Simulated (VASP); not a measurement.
A run of VASP 6.6.1 is set up as follows.

INCAR

```
ALGO = Normal
DIPOL = 0.5 0.5 0.288
EDIFF = 1E-6
ENCUT = 520
GGA = PE
IDIPOL = 3
ISIF = 2
ISMEAR = 0
IVDW = 12
LASPH = T
LCHARG = F
LDIPOL = T
LREAL = F
LWAVE = F
NBANDS = 30
NELM = 60
PREC = Accurate
SIGMA = 0.1
```

KPOINTS

```
k-points
0
Gamma
  6 6 1
```

File POSCAR:

```
BiB2
1.0
    3.3833621068      0.0000000000      0.0000000000
   -1.6916810534      2.9300775347      0.0000000000
    0.0000000000      0.0000000000     32.5976589200
B Bi
4 2
Direct
    0.3333333333      0.6666666667      0.2114477093
    0.6666666667      0.3333333333      0.2114477093
    0.6666666667      0.3333333333      0.3302536898
    0.3333333333      0.6666666667      0.3302536898
    1.0000000000      0.0000000000      0.2641549121
    1.0000000000      0.0000000000      0.3818789177
```

Potentials or basis: VASP PAW PBE potentials, release 64 (B, Bi_d).

Run with:

```console
$ cat potpaw_PBE.64/B/POTCAR potpaw_PBE.64/Bi_d/POTCAR > POTCAR
$ mpirun -np 1 vasp_std > vasp.out
```

Q: Predict the band gap on the k mesh.

A: Zero (band 21 reaches 0.45 eV, above the bottom of band 22 at -2.26 eV).

Q: Estimate the dispersion energy per atom.

A: -0.260 eV.

Q: Predict the largest force.

A: 3.578 eV/Å.

Forces in eV/Å, atoms in the order of the input:
```
B    0.000  0.000 -1.106
B    0.000  0.000 -1.106
B    0.000  0.000 -1.119
B    0.000  0.000 -1.119
Bi   0.000  0.000  0.870
Bi   0.000  0.000  3.578
```

Caveat: spin-orbit coupling is left out, which moves the levels of the heavy elements.
